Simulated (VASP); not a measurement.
A run of VASP 6.6.1 is set up as follows.

File INCAR:

```
SYSTEM = AlAs
  PREC = Accurate
  ENCUT = 500
  EDIFF = 1E-6
  ISMEAR = -1
  SIGMA = 0.05
  LREAL = .FALSE.
  LASPH = .TRUE.
  NELM = 120
  ALGO = Normal
  ISIF = 2
  LWAVE = .FALSE.
  LCHARG = .FALSE.
  GGA = PS
  NBANDS = 11
  GGA_COMPAT = .FALSE.
```

The input KPOINTS:

```
regular mesh
0
G
  10 10 10
  0 0 0
```

The input POSCAR:

```
AlAs
1.0
    0.0000000000      2.8398033913      2.8398033913
    2.8398033913      0.0000000000      2.8398033913
    2.8398033913      2.8398033913      0.0000000000
Al As
1 1
Direct
    0.0000000000      0.0000000000      0.0000000000
    0.7500000000      0.7500000000      0.7500000000
```

Potentials or basis: VASP PAW PBE potentials, release 64 (Al, As).

Launch:

```bash
$ cat potpaw_PBE.64/Al/POTCAR potpaw_PBE.64/As/POTCAR > POTCAR
$ mpirun -np 1 vasp_std > vasp.out
```

What does it give for the pressure?

0.1 GPa.

What does it give for the band gap on the k mesh?

1.34 eV, indirect (least direct gap 1.90 eV).

Caveat: the PAW data sets were made with another functional, which shifts forces and pressure a little. A k mesh can miss the band edges.
